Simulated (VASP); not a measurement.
# SnSe in VASP: notebook

SnSe is run at these levels: PBE+D3(BJ); tasks: relaxation of shape and atoms at fixed volume.

Program: VASP 6.6.1. These are calculated values, not measurements. Logs are shortened: lines on timing, memory, paths and dates and some standing lists are left out, and cuts for length are marked.

## 1. The cell of the first run

The typed cell holds 8 atoms: a = 10.488 Å, b = 3.855 Å, c = 3.943 Å, α = 90.00°, β = 90.00°, γ = 90.00°.

## 2. Relaxation of shape and atoms at fixed volume, PBE+D3(BJ) (19.93 Å³/atom)

Contents of INCAR:

```
SYSTEM = SnSe
PREC = Accurate ; ENCUT = 600
EDIFF = 1E-7 ; ISMEAR = 0
SIGMA = 0.05 ; LREAL = .FALSE.
LASPH = .TRUE. ; NELM = 60
ALGO = Fast ; ISIF = 4
LWAVE = .FALSE. ; LCHARG = .FALSE.
GGA = PE ; IVDW = 12
IBRION = 2 ; NSW = 60
EDIFFG = -0.01
```

Contents of KPOINTS:

```
Automatic mesh
0
G
  4 8 8
  0 0 0
```

Contents of POSCAR:

```
SnSe
1.0
   10.4877982683      0.0000000000      0.0000000000
    0.0000000000      3.8550155965      0.0000000000
    0.0000000000      0.0000000000      3.9433911899
Sn Se
4 4
Direct
    0.1140787922      0.2500000000      0.0000539319
    0.3859212078      0.7500000000      0.5000539319
    0.6140787922      0.2500000000      0.4999460681
    0.8859212078      0.7500000000      0.9999460681
    0.3631194512      0.2500000000      0.0000024656
    0.1368805488      0.7500000000      0.5000024656
    0.8631194512      0.2500000000      0.4999975344
    0.6368805488      0.7500000000      0.9999975344
```

Potentials or basis: VASP PAW PBE potentials, release 64 (Sn_d, Se).

Launch:

```bash
cat potpaw_PBE.64/Sn_d/POTCAR potpaw_PBE.64/Se/POTCAR > POTCAR
mpirun -np 1 vasp_std > vasp.out
```

OUTCAR:

```text
SYSTEM = SnSe
   PREC = Accurate
   ENCUT = 600
   EDIFF = 1E-7
   ISMEAR = 0
   LREAL = .FALSE.
   LASPH = .TRUE.
   NELM = 60
   ISIF = 4
   GGA = PE
   IVDW = 12
   IBRION = 2
   NSW = 60
   EDIFFG = -0.01
 IVDW          = 12

 ion  position               nearest neighbor table
   1  0.114  0.250  0.000-   5 2.61   6 2.77   6 2.77   6 2.77   6 2.77   4 3.07   4 3.07
   2  0.386  0.750  0.500-   6 2.61   5 2.77   5 2.77   5 2.77   5 2.77   3 3.07   3 3.07
   3  0.614  0.250  0.500-   7 2.61   8 2.77   8 2.77   8 2.77   8 2.77   2 3.07   2 3.07
   4  0.886  0.750  1.000-   8 2.61   7 2.77   7 2.77   7 2.77   7 2.77   1 3.07   1 3.07
   5  0.363  0.250  0.000-   1 2.61   2 2.77   2 2.77   2 2.77   2 2.77
   6  0.137  0.750  0.500-   2 2.61   1 2.77   1 2.77   1 2.77   1 2.77
   7  0.863  0.250  0.500-   3 2.61   4 2.77   4 2.77   4 2.77   4 2.77
   8  0.637  0.750  1.000-   4 2.61   3 2.77   3 2.77   3 2.77   3 2.77

  LATTYP: Found a simple orthorhombic cell.
 ALAT       =     3.8550155965
 B/A-ratio  =     1.0229248342
 C/A-ratio  =     2.7205592314

  Lattice vectors:

 A1 = (   0.0000000000,   3.8550155965,   0.0000000000)
 A2 = (   0.0000000000,   0.0000000000,   3.9433911899)
 A3 = (  10.4877982683,   0.0000000000,   0.0000000000)

Analysis of symmetry for initial positions (statically):
=====================================================================
 Subroutine PRICEL returns:
 Original cell was already a primitive cell.

 Routine SETGRP: Setting up the symmetry group for a
 simple orthorhombic supercell.

 Subroutine GETGRP returns: Found  8 space group operations
 (whereof  2 operations were pure point group operations)
 out of a pool of  8 trial point group operations.

The static configuration has the point symmetry S_2 .
 The point group associated with its full space group is D_2h.

Analysis of symmetry for dynamics (positions and initial velocities):
=====================================================================
 Subroutine PRICEL returns:
 Original cell was already a primitive cell.

 Routine SETGRP: Setting up the symmetry group for a
 simple orthorhombic supercell.

 Subroutine GETGRP returns: Found  8 space group operations
 (whereof  2 operations were pure point group operations)
 out of a pool of  8 trial point group operations.

The dynamic configuration has the point symmetry S_2 .
 The point group associated with its full space group is D_2h.

 Subroutine INISYM returns: Found  8 space group operations
 (whereof  2 operations are pure point group operations),
 and found     1 'primitive' translations

----------------------------------------------------------------------------------------

                                     Primitive cell

  volume of cell :     159.4338

  direct lattice vectors                    reciprocal lattice vectors
    10.487798268  0.000000000  0.000000000     0.095348897  0.000000000  0.000000000
     0.000000000  3.855015596  0.000000000     0.000000000  0.259402323  0.000000000
     0.000000000  0.000000000  3.943391190     0.000000000  0.000000000  0.253588841

  length of vectors
    10.487798268  3.855015596  3.943391190     0.095348897  0.259402323  0.253588841

  position of ions in fractional coordinates (direct lattice)
     0.114078792  0.250000000  0.000053932
     0.385921208  0.750000000  0.500053932
     0.614078792  0.250000000  0.499946068
     0.885921208  0.750000000  0.999946068
     0.363119451  0.250000000  0.000002466
     0.136880549  0.750000000  0.500002466
     0.863119451  0.250000000  0.499997534
     0.636880549  0.750000000  0.999997534

  ion indices of the primitive-cell ions
   primitive index   ion index
                 1           1
                 2           2
                 3           3
                 4           4
                 5           5
                 6           6
                 7           7
                 8           8

----------------------------------------------------------------------------------------

 KPOINTS: Automatic mesh

Automatic generation of k-mesh.
 Grid dimensions read from file:
 generate k-points for:    4    8    8

 Generating k-lattice:

  Cartesian coordinates                     Fractional coordinates (reciprocal lattice)
     0.023837224  0.000000000  0.000000000     0.250000000  0.000000000  0.000000000
     0.000000000  0.032425290  0.000000000     0.000000000  0.125000000  0.000000000
     0.000000000  0.000000000  0.031698605     0.000000000  0.000000000  0.125000000

  Length of vectors
     0.023837224  0.032425290  0.031698605

  Shift w.r.t. Gamma in fractional coordinates (k-lattice)
     0.000000000  0.000000000  0.000000000

 Subroutine IBZKPT returns following result:
 ===========================================

 Found     75 irreducible k-points:

 Following reciprocal coordinates:
            Coordinates               Weight
  0.000000  0.000000  0.000000      1.000000
  0.250000  0.000000  0.000000      2.000000
  0.500000  0.000000  0.000000      1.000000
  0.000000  0.125000  0.000000      2.000000
  0.250000  0.125000  0.000000      4.000000
  0.500000  0.125000  0.000000      2.000000
[... 16 lines left out ...]
  0.250000  0.250000  0.125000      8.000000
  0.500000  0.250000  0.125000      4.000000
 [... further k-points ...]
   k-points           NKPTS =     75   k-points in BZ     NKDIM =     75   number of bands    NBANDS=     48
   number of dos      NEDOS =    301   number of ions     NIONS =      8
   total plane-waves  NPLWV =  86016
   dimension x,y,z NGX =    84 NGY =   32 NGZ =   32
   dimension x,y,z NGXF=   168 NGYF=   64 NGZF=   64
   ions per type =               4   4
   NGX,Y,Z   is equivalent  to a cutoff of  13.32, 13.80, 13.49 a.u.
   NGXF,Y,Z  is equivalent  to a cutoff of  26.63, 27.60, 26.98 a.u.
 SYSTEM =  SnSe
   PREC   = accura    normal or accurate (medium, high low for compatibility)
   ISTART =      0    job   : 0-new  1-cont  2-samecut
   ICHARG =      2    charge: 1-file 2-atom 10-const
   ISPIN  =      1    spin polarized calculation?
   LNONCOLLINEAR =      F non collinear calculations
   LSORBIT =      F    spin-orbit coupling
   LASPH  =      T    aspherical Exc in radial PAW
   ENCUT  =  600.0 eV  44.10 Ry    6.64 a.u.  20.95  7.70  7.88*2*pi/ulx,y,z
   NELM   =     60;   NELMIN=  2; NELMDL= -5     # of ELM steps
   EDIFF  = 0.1E-06   stopping-criterion for ELM
   LREAL  =      F    real-space projection
   EDIFFG = -.1E-01   stopping-criterion for IOM
   NSW    =     60    number of steps for IOM
   IBRION =      2    ionic relax: 0-MD 1-quasi-New 2-CG
   NFREE  =      1    steps in history (QN), initial steepest desc. (CG)
   ISIF   =      4    stress and relaxation
   ISYM   =      2    0-nonsym 1-usesym 2-fastsym
   POTIM  = 0.5000    time-step for ionic-motion
   TEBEG  =    0.0;   TEEND  =   0.0 temperature during run
   PSTRESS=    0.0 pullay stress
   NELECT =      80.0000    total number of electrons
   NUPDOWN=      -1.0000    fix difference up-down
   EMIN   =  10.00;   EMAX   =-10.00  energy-range for DOS
   EFERMI =   0.00;   METHOD = LEGACY
   ISMEAR =     0;   SIGMA  =   0.05  broadening in eV -4-tet -1-fermi 0-gaus
   EFERMI_NEDOS =   21; number of points for ismear=-14 and -15
   IALGO  =     68    algorithm
   IMIX   =      4    mixing-type and parameters
     AMIX     =   0.40;   BMIX     =  1.00
     AMIX_MAG =   1.60;   BMIX_MAG =  1.00
  volume/ion in A,a.u.               =      19.93       134.49
  Fermi-wavevector in a.u.,A,eV,Ry     =   1.300902  2.458349 23.025780  1.692347
  Thomas-Fermi vector in A             =   2.432071
   LORBIT       =      0    0 simple, 1 ext, 2 COOP (PROOUT), +10 PAW based schemes
   GGA     = PE    functional components
   LHFCALC =     F    Hartree Fock is set to
   AEXX    =    0.0000 exact exchange contribution
   IVDW    =    12    specifies the selected vdW correction
   LEPSILON=     F    determine dielectric tensor
   LRPA    =     F    only Hartree local field effects (RPA)
 conjugate gradient relaxation of ions
 non-spin polarized calculation
 RMM-DIIS sequential band-by-band and
 Gauss-broadening in eV      SIGMA  =   0.05
  energy-cutoff  :      600.00
  volume of cell :      159.43
 maximum number of plane-waves:      5372
 NGX is ok and might be reduce to    84
   NGX = 41   NGY = 15   NGZ = 15

--------------------------------------- Ionic step        1  -------------------------------------------

 number of electron      79.9999999 magnetization

 Free energy of the ion-electron system (eV)
  ---------------------------------------------------
  ext. energy  EPLUGINS =         0.00000000
  ---------------------------------------------------
  free energy    TOTEN  =       -29.30572075 eV

  energy without entropy =      -29.30509507  energy(sigma->0) =      -29.30540791

------------------------ aborting loop because EDIFF is reached ----------------------------------------

 Edisp (eV)   -3.88475

 E8    (eV) :    -1.7426

  FORCE on cell =-STRESS in cart. coord.  units (eV):
  Direction    XX          YY          ZZ          XY          YZ          ZX
  --------------------------------------------------------------------------------------
  -------------------------------------------------------------------------------------
  Total      22.51863    21.70826    22.14030     0.00000     0.00000     0.00000
  in kB     226.29358   218.15003   222.49166     0.00000     0.00000     0.00000
  external pressure =      222.31 kB  Pullay stress =        0.00 kB
[... 257 lines left out ...]
  energy  without entropy=      -33.1993751935  energy(sigma->0) =      -33.19961209

--------------------------------------- Ionic step        7  -------------------------------------------

 number of electron      80.0000007 magnetization

 Free energy of the ion-electron system (eV)
  ---------------------------------------------------
  ext. energy  EPLUGINS =         0.00000000
  ---------------------------------------------------
  free energy    TOTEN  =       -29.31552732 eV

  energy without entropy =      -29.31507337  energy(sigma->0) =      -29.31530035

 E-fermi :   9.4596     XC(G=0): -11.1601

 val. band max:        9.3938346424   @ k =   0.0000   0.0000   0.3750
 cond. band min:       9.4804863940   @ k =   0.2500   0.0000   0.3750
 fundamental gap:      0.0866517516
 Fermi energy:         9.4595692284

 k-point     1 :       0.0000    0.0000    0.0000
  band No.  band energies     occupation
      1     -12.5500      2.00000
      2     -12.5334      2.00000
      3     -12.5271      2.00000
      4     -12.5122      2.00000
      5     -12.5049      2.00000
      6     -12.5000      2.00000
[... 1213 lines left out ...]
     47      13.0682      0.00000
     48      13.0682      0.00000

 [... further k-points ...]

------------------------ aborting loop because EDIFF is reached ----------------------------------------

 Edisp (eV)   -3.88445

 E8    (eV) :    -1.7424

  FORCE on cell =-STRESS in cart. coord.  units (eV):
  Direction    XX          YY          ZZ          XY          YZ          ZX
  --------------------------------------------------------------------------------------
  -------------------------------------------------------------------------------------
  Total      21.81179    21.78738    21.81594     0.00000     0.00000     0.00000
  in kB     219.19042   218.94516   219.23209     0.00000     0.00000     0.00000
  external pressure =      219.12 kB  Pullay stress =        0.00 kB
[... 23 lines left out ...]
  FREE ENERGIE OF THE ION-ELECTRON SYSTEM (eV)
  ---------------------------------------------------
  free  energy   TOTEN  =       -33.1999737633 eV

  energy  without entropy=      -33.1995198071  energy(sigma->0) =      -33.19974679

 reached required accuracy - stopping structural energy minimisation
```

Run time: 50 min. Hardware: 1 thread of Oxide Virtual Turin-like, shared host; peak memory 0.66 GiB.

Results:

| Quantity | Value |
| --- | --- |
| Free energy | -33.2000 eV |
| Energy gained by relaxing | 1.2 meV/atom |
| Ionic steps | 7 |
| Pressure after relaxing | 21.9 GPa |
| Largest force after relaxing | 0.008 eV/Å |
| Band gap on the k mesh | zero (bands 40 and 41 overlap by 0.71 eV) |
| Dispersion energy per atom | -0.486 eV |

Forces on the atoms (eV/Å):
```
Sn   0.008  0.000  0.000
Sn  -0.008  0.000  0.000
Sn   0.008  0.000  0.000
Sn  -0.008  0.000  0.000
Se   0.008  0.000  0.000
Se  -0.008  0.000  0.000
Se   0.008  0.000  0.000
Se  -0.008  0.000  0.000
```

The path:
```
step  energy change (eV)  largest force (eV/Å)  pressure (GPa)  volume (Å³)
   1              0.0000                0.2208           22.23       159.43
   2             -0.0076                0.0263           21.94       159.43
   3             -0.0079                0.0258           21.98       159.43
   4             -0.0093                0.0171           21.92       159.43
   5             -0.0093                0.0139           21.92       159.43
   6             -0.0094                0.0117           21.91       159.43
   7             -0.0095                0.0079           21.91       159.43
```

Final structure:
```
Sn Se
1.0
    10.48195    0.00000    0.00000
     0.00000    3.84263    0.00000
     0.00000    0.00000    3.95831
Sn Se
4 4
Direct
  0.11313 0.25000 0.00004
  0.38687 0.75000 0.50004
  0.61313 0.25000 0.49996
  0.88687 0.75000 0.99996
  0.36418 0.25000 0.00002
  0.13582 0.75000 0.50002
  0.86418 0.25000 0.49998
  0.63582 0.75000 0.99998
```

Caveat: semilocal functionals underestimate gaps, and a narrow one can read as zero; spin-orbit coupling is left out, which moves the levels of the heavy elements.

[end of part 1 of 2]

The gap in the log of VASP goes by the Fermi energy; the results here count the filled bands.